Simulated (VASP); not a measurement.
# CdF2 (Fm-3m) in VASP: a series of runs

CdF2 is run at these levels: RPBE, PBE, LDA, PBEsol; tasks: relaxation of cell and atoms, single point.

All numbers are computed with VASP 6.6.1; they aren't measurements. Logs are shortened: lines on timing, memory, paths and dates and some standing lists are left out, and cuts for length are marked.

## Step 1: The cell of the first run

Symmetry: Fm-3m, No. 225, cubic system. The conventional cell has a = 5.388 Å, b = 5.388 Å, c = 5.388 Å, α = 90.00°, β = 90.00°, γ = 90.00°. Within 3.1 Å of Cd (site symmetry m-3m) lie 8 F at 2.33 Å. F (site symmetry -43m) has 4 Cd at 2.33 Å and 6 F at 2.69 Å within 3.1 Å.

## Step 2: Relaxation of cell and atoms, RPBE

INCAR

```
SYSTEM = CdF2
ALGO = Normal ; EDIFF = 1E-6
EDIFFG = -0.01 ; ENCUT = 600
GGA = RP ; IBRION = 2
ISIF = 3 ; ISMEAR = -1
LASPH = .True. ; LCHARG = .False.
LREAL = .False. ; LWAVE = .False.
NELM = 100 ; NSW = 60
PREC = Accurate ; SIGMA = 0.05
```

KPOINTS

```
k-points
0
Gamma
  9 9 9
  0 0 0
```

POSCAR

```
CdF2
1.0
    0.0000000000      2.6940000000      2.6940000000
    2.6940000000      0.0000000000      2.6940000000
    2.6940000000      2.6940000000      0.0000000000
Cd F
1 2
Direct
    0.0000000000      0.0000000000      0.0000000000
    0.7500000000      0.7500000000      0.7500000000
    0.2500000000      0.2500000000      0.2500000000
```

Potentials or basis: VASP PAW PBE potentials, release 64 (Cd, F).

On the command line:

```bash
cat potpaw_PBE.64/Cd/POTCAR potpaw_PBE.64/F/POTCAR > POTCAR
mpirun -np 1 vasp_std > vasp.out
```

OUTCAR:

```text
SYSTEM = CdF2
   EDIFF = 1E-6
   EDIFFG = -0.01
   ENCUT = 600
   GGA = RP
   IBRION = 2
   ISIF = 3
   ISMEAR = -1
   LASPH = .True.
   LREAL = .False.
   NELM = 100
   NSW = 60
   PREC = Accurate

 ion  position               nearest neighbor table
   1  0.000  0.000  0.000-   2 2.33   2 2.33   2 2.33   2 2.33   3 2.33   3 2.33   3 2.33   3 2.33

   2  0.750  0.750  0.750-   1 2.33   1 2.33   1 2.33   1 2.33
   3  0.250  0.250  0.250-   1 2.33   1 2.33   1 2.33   1 2.33

  LATTYP: Found a face centered cubic cell.
 ALAT       =     5.3880000000

  Lattice vectors:

 A1 = (   0.0000000000,   2.6940000000,   2.6940000000)
 A2 = (   2.6940000000,   0.0000000000,   2.6940000000)
 A3 = (   2.6940000000,   2.6940000000,   0.0000000000)

Analysis of symmetry for initial positions (statically):
=====================================================================
 Subroutine PRICEL returns:
 Original cell was already a primitive cell.

 Routine SETGRP: Setting up the symmetry group for a
 face centered cubic supercell.

 Subroutine GETGRP returns: Found 48 space group operations
 (whereof 48 operations were pure point group operations)
 out of a pool of 48 trial point group operations.

The static configuration has the point symmetry O_h .

Analysis of symmetry for dynamics (positions and initial velocities):
=====================================================================
 Subroutine PRICEL returns:
 Original cell was already a primitive cell.

 Routine SETGRP: Setting up the symmetry group for a
 face centered cubic supercell.

 Subroutine GETGRP returns: Found 48 space group operations
 (whereof 48 operations were pure point group operations)
 out of a pool of 48 trial point group operations.

The dynamic configuration has the point symmetry O_h .

 Subroutine INISYM returns: Found 48 space group operations
 (whereof 48 operations are pure point group operations),
 and found     1 'primitive' translations

----------------------------------------------------------------------------------------

                                     Primitive cell

  volume of cell :      39.1041

  direct lattice vectors                    reciprocal lattice vectors
     0.000000000  2.694000000  2.694000000    -0.185597624  0.185597624  0.185597624
     2.694000000  0.000000000  2.694000000     0.185597624 -0.185597624  0.185597624
     2.694000000  2.694000000  0.000000000     0.185597624  0.185597624 -0.185597624

  length of vectors
     3.809891337  3.809891337  3.809891337     0.321464515  0.321464515  0.321464515

  position of ions in fractional coordinates (direct lattice)
[... 65 lines left out ...]
   total plane-waves  NPLWV =  27000
   dimension x,y,z NGX =    30 NGY =   30 NGZ =   30
   dimension x,y,z NGXF=    60 NGYF=   60 NGZF=   60
   ions per type =               1   2
   NGX,Y,Z   is equivalent  to a cutoff of  13.09, 13.09, 13.09 a.u.
   NGXF,Y,Z  is equivalent  to a cutoff of  26.18, 26.18, 26.18 a.u.
 SYSTEM =  CdF2
   PREC   = accura    normal or accurate (medium, high low for compatibility)
   ISTART =      0    job   : 0-new  1-cont  2-samecut
   ICHARG =      2    charge: 1-file 2-atom 10-const
   ISPIN  =      1    spin polarized calculation?
   LNONCOLLINEAR =      F non collinear calculations
   LSORBIT =      F    spin-orbit coupling
   LASPH  =      T    aspherical Exc in radial PAW
   ENCUT  =  600.0 eV  44.10 Ry    6.64 a.u.   7.61  7.61  7.61*2*pi/ulx,y,z
   NELM   =    100;   NELMIN=  2; NELMDL= -5     # of ELM steps
   EDIFF  = 0.1E-05   stopping-criterion for ELM
   LREAL  =      F    real-space projection
   EDIFFG = -.1E-01   stopping-criterion for IOM
   NSW    =     60    number of steps for IOM
   IBRION =      2    ionic relax: 0-MD 1-quasi-New 2-CG
   NFREE  =      1    steps in history (QN), initial steepest desc. (CG)
   ISIF   =      3    stress and relaxation
   ISYM   =      2    0-nonsym 1-usesym 2-fastsym
   POTIM  = 0.5000    time-step for ionic-motion
   TEBEG  =    0.0;   TEEND  =   0.0 temperature during run
   PSTRESS=    0.0 pullay stress
   NELECT =      26.0000    total number of electrons
   NUPDOWN=      -1.0000    fix difference up-down
   EMIN   =  10.00;   EMAX   =-10.00  energy-range for DOS
   EFERMI =   0.00;   METHOD = LEGACY
   ISMEAR =    -1;   SIGMA  =   0.05  broadening in eV -4-tet -1-fermi 0-gaus
   EFERMI_NEDOS =   21; number of points for ismear=-14 and -15
   IALGO  =     38    algorithm
   IMIX   =      4    mixing-type and parameters
     AMIX     =   0.40;   BMIX     =  1.00
     AMIX_MAG =   1.60;   BMIX_MAG =  1.00
  volume/ion in A,a.u.               =      13.03        87.96
  Fermi-wavevector in a.u.,A,eV,Ry     =   1.428867  2.700166 27.778468  2.041660
  Thomas-Fermi vector in A             =   2.548882
   LORBIT       =      0    0 simple, 1 ext, 2 COOP (PROOUT), +10 PAW based schemes
   GGA     = RP    functional components
   LHFCALC =     F    Hartree Fock is set to
   AEXX    =    0.0000 exact exchange contribution
   IVDW    =     0    specifies the selected vdW correction
   LEPSILON=     F    determine dielectric tensor
   LRPA    =     F    only Hartree local field effects (RPA)
 conjugate gradient relaxation of ions
 non-spin polarized calculation
  energy-cutoff  :      600.00
  volume of cell :       39.10
 maximum number of plane-waves:      1324
   NGX = 15   NGY = 15   NGZ = 15

--------------------------------------- Ionic step        1  -------------------------------------------

 number of electron      25.9999977 magnetization

 Free energy of the ion-electron system (eV)
  ---------------------------------------------------
  ext. energy  EPLUGINS =         0.00000000
  ---------------------------------------------------
  free energy    TOTEN  =        -9.89975568 eV

  energy without entropy =       -9.89975568  energy(sigma->0) =       -9.89975568

 E-fermi :  -0.0020     XC(G=0): -10.0369

 val. band max:       -1.1504998977   @ k =  -0.3333   0.4444   0.2222
 cond. band min:       2.1490154612   @ k =   0.0000   0.0000   0.0000
 fundamental gap:      3.2995153589
 Fermi energy:        -0.0020450058

 k-point     1 :       0.0000    0.0000    0.0000
  band No.  band energies     occupation
      1     -22.0210      2.00000
      2     -20.9407      2.00000
      3      -6.7429      2.00000
      4      -6.7429      2.00000
      5      -6.7429      2.00000
      6      -5.5703      2.00000
[... 544 lines left out ...]
--------------------------------------- Ionic step        3  -------------------------------------------

 number of electron      26.0000013 magnetization

 Free energy of the ion-electron system (eV)
  ---------------------------------------------------
  ext. energy  EPLUGINS =         0.00000000
  ---------------------------------------------------
  free energy    TOTEN  =       -10.03243301 eV

  energy without entropy =      -10.03243301  energy(sigma->0) =      -10.03243301

 E-fermi :  -0.7303     XC(G=0):  -9.4614

 val. band max:       -1.8628011914   @ k =  -0.3333   0.4444   0.2222
 cond. band min:       1.0568055955   @ k =   0.0000   0.0000   0.0000
 fundamental gap:      2.9196067869
 Fermi energy:        -0.7303307644

 k-point     1 :       0.0000    0.0000    0.0000
  band No.  band energies     occupation
      1     -22.2171      2.00000
      2     -21.3965      2.00000
      3      -7.2521      2.00000
      4      -7.2521      2.00000
      5      -7.2521      2.00000
      6      -6.4821      2.00000
[... 501 lines left out ...]
  FREE ENERGIE OF THE ION-ELECTRON SYSTEM (eV)
  ---------------------------------------------------
  free  energy   TOTEN  =       -10.0324330128 eV

  energy  without entropy=      -10.0324330128  energy(sigma->0) =      -10.03243301

 reached required accuracy - stopping structural energy minimisation
```

CONTCAR:

```text
CdF2
   1.00000000000000
    -0.0000000000000000    2.7904093743405962    2.7904093743405962
     2.7904093743405962    0.0000000000000000    2.7904093743405962
     2.7904093743405962    2.7904093743405962    0.0000000000000000
  Cd              F
     1     2
Direct
     0.0000000000000000    0.0000000000000000    0.0000000000000000
     0.7500000000000000    0.7500000000000000    0.7500000000000000
     0.2500000000000000    0.2500000000000000    0.2500000000000000

  0.00000000E+00  0.00000000E+00  0.00000000E+00
  0.00000000E+00  0.00000000E+00  0.00000000E+00
  0.00000000E+00  0.00000000E+00  0.00000000E+00
```

It took 2 min on 1 thread of Intel Xeon 8259CL, shared host; peak memory 0.19 GiB.

What came out:

| Property | Result |
| --- | --- |
| Free energy | -10.0324 eV |
| Relaxed volume | 14.48 Å³/atom |
| Relaxed cell | a = 3.946 Å, b = 3.946 Å, c = 3.946 Å, α = 60.00°, β = 60.00°, γ = 60.00° |
| Space group after relaxing (to 0.1 Å) | Fm-3m (No. 225) |
| Energy gained by relaxing | 44.2 meV/atom |
| Ionic steps | 3 |
| Pressure after relaxing | 0.0 GPa |
| Band gap on the k mesh | 2.92 eV (least direct gap 3.51 eV) |

The path:
```csv
step,energy change (eV),largest force (eV/Å),pressure (GPa),volume (Å³)
1,0.0000,0.0000,10.80,39.10
2,-0.1291,0.0000,-1.38,44.29
3,-0.1327,0.0000,0.04,43.45
```

Final structure:
```cif
data_structure
_symmetry_space_group_name_H-M 'P 1'
_symmetry_Int_Tables_number 1
_cell_length_a 3.9462
_cell_length_b 3.9462
_cell_length_c 3.9462
_cell_angle_alpha 60.000
_cell_angle_beta 60.000
_cell_angle_gamma 60.000
_cell_volume 43.45
loop_
_atom_site_label
_atom_site_type_symbol
_atom_site_fract_x
_atom_site_fract_y
_atom_site_fract_z
_atom_site_occupancy
Cd1 Cd 0.00000 0.00000 0.00000 1
F1 F 0.75000 0.75000 0.75000 1
F2 F 0.25000 0.25000 0.25000 1
```

Levels at points of the mesh, in eV from the valence-band top:
```tsv
k point	band 9	band 10	band 11	band 12	band 13	band 14	band 15	band 16	band 17
(0.00, 0.00, 0.00)	-0.70	-0.70	-0.59	-0.59	-0.59	2.92	12.42	12.42	12.42
```

Caveat: the PAW data sets were made with another functional, which shifts forces and pressure a little; an odd mesh through Γ misses points on the zone boundary, where band edges can lie.

## Step 3: Single point, PBE, non-collinear spin, zero start, spin-orbit coupling

INCAR

```
PREC = Accurate ; ENCUT = 520
EDIFF = 1E-7 ; ISMEAR = -1
SIGMA = 0.05 ; LREAL = False
LASPH = True ; NELM = 150
ALGO = Normal ; ISIF = 2
LWAVE = False ; LCHARG = False
LNONCOLLINEAR = True ; MAGMOM = 0 0 0 0 0 0 0 0 0
LORBIT = 11 ; LSORBIT = True
GGA_COMPAT = False ; LORBMOM = True
GGA = PE ; NBANDS = 39
```

KPOINTS

```
Automatic mesh
0
Gamma
  7 7 7
```

POSCAR is that of step 2.

Potentials or basis: VASP PAW PBE potentials, release 64 (Cd, F).

On the command line:

```bash
cat potpaw_PBE.64/Cd/POTCAR potpaw_PBE.64/F/POTCAR > POTCAR
mpirun -np 1 vasp_ncl > vasp.out
```

Wall time 2.6 min (1 thread of Intel Xeon 8259CL, shared host); peak memory 0.26 GiB.

Results (log left out):

- Free energy: -10.8827 eV
- Pressure: 6.2 GPa
- Net moment: 0.00 μB per cell
- Valence electrons inside the program's atomic spheres: Cd 10.12; F 6.08

Moments on the atoms (μB; x, y, z):
```
Cd  0.00 0.00 0.00
F   0.00 0.00 0.00
F   0.00 0.00 0.00
```

Caveat: the cell stands under pressure.

## Step 4: Single point, LDA, non-collinear spin, zero start, spin-orbit coupling

INCAR

```
PREC     = Accurate       # precision mode
ENCUT    = 520            # plane-wave cutoff, eV
EDIFF    = 1E-6           # SCF threshold, eV
ISMEAR   = -1             # smearing method
SIGMA    = 0.05           # smearing width, eV
LREAL    = False          # projectors in reciprocal space
LASPH    = True           # aspherical terms in the spheres
NELM     = 150            # most SCF steps
ALGO     = Normal         # electronic algorithm
ISIF     = 2              # what is computed and relaxed
LWAVE    = False          # write WAVECAR
LCHARG   = False          # write CHGCAR
MAGMOM   = 0 0 0 0 0 0 0 0 0 # initial moments
LORBIT   = 11             # projections on sites
LSORBIT  = True           # spin-orbit coupling
GGA_COMPAT= False        
LORBMOM  = True         
NBANDS   = 39             # bands
```

KPOINTS is that of step 3.

POSCAR is that of step 3.

Potentials or basis: VASP PAW LDA potentials, release 64 (Cd, F).

On the command line:

```bash
cat potpaw_LDA.64/Cd/POTCAR potpaw_LDA.64/F/POTCAR > POTCAR
mpirun -np 1 vasp_ncl > vasp.out
```

OUTCAR:

```text
PREC = Accurate
   ENCUT = 520
   EDIFF = 1E-6
   ISMEAR = -1
   LREAL = False
   LASPH = True
   NELM = 150
   ISIF = 2
   LORBIT = 11
   LSORBIT = True

 ion  position               nearest neighbor table
   1  0.000  0.000  0.000-   2 2.33   2 2.33   2 2.33   2 2.33   3 2.33   3 2.33   3 2.33   3 2.33

   2  0.750  0.750  0.750-   1 2.33   1 2.33   1 2.33   1 2.33
   3  0.250  0.250  0.250-   1 2.33   1 2.33   1 2.33   1 2.33

  LATTYP: Found a face centered cubic cell.
 ALAT       =     5.3880000000

  Lattice vectors:

 A1 = (   0.0000000000,   2.6940000000,   2.6940000000)
 A2 = (   2.6940000000,   0.0000000000,   2.6940000000)
 A3 = (   2.6940000000,   2.6940000000,   0.0000000000)

Analysis of symmetry for initial positions (statically):
=====================================================================
 Subroutine PRICEL returns:
 Original cell was already a primitive cell.

 Routine SETGRP: Setting up the symmetry group for a
 face centered cubic supercell.

 Subroutine GETGRP returns: Found 48 space group operations
 (whereof 48 operations were pure point group operations)
[... 1079 lines left out ...]
    -0.0013056    -0.0013056    -0.0040678     0.0000000    -0.0013559
    -0.0054237    -0.0013559     0.0000000    -0.0013559     0.0000000
 l=   3
     0.0000000     0.0000000     0.0000000     0.0000000     0.0000000     0.0000000     0.0000000
     0.0000000     0.0000000     0.0000000     0.0000000     0.0000000     0.0000000     0.0000000
     0.0000000     0.0000000     0.0000000     0.0000000     0.0000000     0.0000000     0.0000000
     0.0000000     0.0000000     0.0000000     0.0000000     0.0000000     0.0000000     0.0000000
[... 29 lines left out ...]
 l=   2
     0.0000000     0.0000000     0.0000000     0.0000000     0.0000000
     0.0000000     0.0000000     0.0000000     0.0000000     0.0000000
     0.0000000     0.0000000     0.0000000     0.0000000     0.0000000
     0.0000000     0.0000000     0.0000000     0.0000000     0.0000000
     0.0000000     0.0000000     0.0000000     0.0000000     0.0000000
 l=   3
     0.0000000     0.0000000     0.0000000     0.0000000     0.0000000     0.0000000     0.0000000
     0.0000000     0.0000000     0.0000000     0.0000000     0.0000000     0.0000000     0.0000000
     0.0000000     0.0000000     0.0000000     0.0000000     0.0000000     0.0000000     0.0000000
     0.0000000     0.0000000     0.0000000     0.0000000     0.0000000     0.0000000     0.0000000
     0.0000000     0.0000000     0.0000000     0.0000000     0.0000000     0.0000000     0.0000000
     0.0000000     0.0000000     0.0000000     0.0000000     0.0000000     0.0000000     0.0000000
     0.0000000     0.0000000     0.0000000     0.0000000     0.0000000     0.0000000     0.0000000

 total charge

# of ion       s       p       d       tot
------------------------------------------
    1        0.242   0.204   9.675  10.122
    2        1.730   4.311   0.000   6.041
    3        1.730   4.311   0.000   6.041
--------------------------------------------------
tot          3.703   8.826   9.675  22.204

 magnetization (x)

# of ion       s       p       d       tot
------------------------------------------
    1       -0.000   0.000  -0.000  -0.000
    2        0.000   0.000   0.000   0.000
    3        0.000   0.000   0.000   0.000
--------------------------------------------------
tot          0.000   0.000  -0.000   0.000

 magnetization (y)

# of ion       s       p       d       tot
------------------------------------------
    1       -0.000  -0.000  -0.000  -0.000
    2        0.000   0.000   0.000   0.000
    3        0.000   0.000   0.000   0.000
--------------------------------------------------
tot         -0.000  -0.000  -0.000  -0.000

 magnetization (z)

# of ion       s       p       d       tot
------------------------------------------
    1       -0.000  -0.000  -0.000  -0.000
    2        0.000   0.000   0.000   0.000
    3        0.000   0.000   0.000   0.000
--------------------------------------------------
tot          0.000   0.000  -0.000   0.000
```

stdout:

```text
POSCAR found type information on POSCAR CdF
 POSCAR found :  2 types and       3 ions
 scaLAPACK will be used
 LDA part: xc-table for (Slater(with rela. corr.)+CA(PZ))
 , standard interpolation
 POSCAR, INCAR and KPOINTS ok, starting setup
 FFT: planning ... GRIDC
 FFT: planning ... GRID_SOFT
 FFT: planning ... GRID
 WAVECAR not read
 entering main loop
```

Run time: 1.9 min. Hardware: 1 thread of Intel Xeon 8259CL, shared host; peak memory 0.23 GiB.

What came out:

```yaml
Free_energy: -12.7404 eV
Pressure: -4.7 GPa
Net_moment: 0.00 μB per cell
Valence_electrons_inside_the_program's_atomic_spheres: Cd 10.12; F 6.04
```

Moments on the atoms (μB; x, y, z):
```
Cd  0.00 0.00 0.00
F   0.00 0.00 0.00
F   0.00 0.00 0.00
```

Caveat: the cell stands under tension.

(Continued in part 2 of 2.)
